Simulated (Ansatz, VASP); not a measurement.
BaZrO3: VASP beside Ansatz

```
Ba Zr O
1.0
     4.12029    0.00000    0.00000
     0.00000    4.12029    0.00000
     0.00000    0.00000    4.12029
Ba Zr O
1 1 3
Direct
  0.00000 0.00000 0.00000
  0.50000 0.50000 0.50000
  0.00000 0.50000 0.50000
  0.50000 0.00000 0.50000
  0.50000 0.50000 0.00000
```

Alike in both runs: task single point; functional PBEsol; k mesh 4 × 4 × 4; no spin polarisation.

|  | VASP | Ansatz |
| --- | --- | --- |
| version | VASP 6.6.1 | Ansatz 0.2.0 |
| potentials or method | VASP PAW PBE potentials, release 64 (Ba_sv, Zr_sv, O_h), cutoff 1340 eV | plane waves, PAW |
| occupations | gaussian, width 0.01 eV | fixed |
| valence electrons in the cell | 40 | 40 |

|  | VASP | Ansatz | Ansatz less VASP |
| --- | --- | --- | --- |
| pressure (GPa) | 9.1 | 7.9 | -1.27 |

VASP's potentials were made for PBE, not for PBEsol.

Spin-orbit coupling is off throughout.
